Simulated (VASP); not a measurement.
A run of VASP 6.6.1 is set up as follows.

INCAR

```
SYSTEM = Zr4O
PREC = Accurate
ENCUT = 520
EDIFF = 1E-6
ISMEAR = 0
SIGMA = 0.1
LREAL = Auto
LASPH = .TRUE.
NELM = 80
ALGO = Normal
ISIF = 2
LWAVE = .FALSE.
LCHARG = .TRUE.
GGA = PS
LELF = .TRUE.
LVHAR = .TRUE.
NBANDS = 94
```

KPOINTS

```
regular mesh
0
G
  6 6 6
  0 0 0
```

POSCAR

```
Zr4O
1.0
    2.6711045670      1.5421629408      9.8744676380
   -2.6711045670      1.5421629408      9.8744676380
    0.0000000000     -3.0843258816      9.8744676380
Zr O
12 3
Direct
    0.6282350168      0.9563413168      0.2935611875
    0.1234714143      0.4602051455      0.7908913424
    0.9563413168      0.2935611875      0.6282350168
    0.4602051455      0.7908913424      0.1234714143
    0.2935611875      0.6282350168      0.9563413168
    0.7908913424      0.1234714143      0.4602051455
    0.0436586832      0.7064388125      0.3717649832
    0.5397948545      0.2091086576      0.8765285857
    0.3717649832      0.0436586832      0.7064388125
    0.8765285857      0.5397948545      0.2091086576
    0.7064388125      0.3717649832      0.0436586832
    0.2091086576      0.8765285857      0.5397948545
    0.5000000000      0.5000000000      0.5000000000
    0.2508924735      0.2508924735      0.2508924735
    0.7491075265      0.7491075265      0.7491075265
```

Potentials or basis: VASP PAW PBE potentials, release 64 (Zr_sv, O).

Command:

```bash
$ cat potpaw_PBE.64/Zr_sv/POTCAR potpaw_PBE.64/O/POTCAR > POTCAR
$ mpirun -np 1 vasp_std > vasp.out
```

**Question.** Estimate the band gap on the k mesh.

**Answer.** Zero (bands 81 and 82 overlap by 0.42 eV).

**Question.** Predict the pressure.

**Answer.** 21.3 GPa.

Forces in eV/Å, atoms in the order of the input:
```
Zr   0.018 -0.001  0.015
Zr   0.010 -0.016 -0.001
Zr  -0.010 -0.016  0.015
Zr  -0.018 -0.001 -0.001
Zr  -0.009  0.016  0.015
Zr   0.008  0.017 -0.001
Zr   0.010  0.016 -0.015
Zr   0.018  0.001  0.001
Zr  -0.018  0.001 -0.015
Zr  -0.010  0.016  0.001
Zr   0.009 -0.016 -0.015
Zr  -0.008 -0.017  0.001
O    0.000  0.000  0.000
O    0.000  0.000  0.000
O    0.000  0.000  0.000
```

Caveat: the cell stands under pressure; the PAW data sets were made with another functional, which shifts forces and pressure a little.
